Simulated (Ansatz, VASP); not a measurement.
# Two plane-wave programs on PbS

```
Pb S
1.0
    -2.11923    2.11923    3.06936
     2.11923   -2.11923    3.06936
     2.11923    2.11923   -3.06936
Pb S
1 1
Direct
  0.52173 0.52173 0.00000
  0.97963 0.97963 0.00000
```

Change from the starting cell: the structure that the rattled cell fell into.

Alike in both runs: task relaxation of cell and atoms; functional PBE; k mesh 10 × 10 × 10; occupations gaussian, width 0.02 eV; no spin polarisation.

|  | VASP | Ansatz |
| --- | --- | --- |
| version | VASP 6.6.1 | Ansatz 0.2.0 |
| potentials or method | VASP PAW PBE potentials, release 64 (Pb_d, S), cutoff 600 eV | scalar-relativistic, plane waves, PAW |
| valence electrons in the cell | 20 | 20 |

|  | VASP | Ansatz | Ansatz less VASP |
| --- | --- | --- | --- |
| gap on the k mesh at the Fermi level, each at its own relaxed structure (eV) | 0.50 | 0.49 | -0.006 |
| relaxed volume (Å³/atom) | 27.12 | 27.12 | +0.005 |
| relaxed length of the cell vector where the two differ most in proportion (Å) | 4.249 | 4.249 | -0.0002 |

Spin-orbit coupling is off throughout.
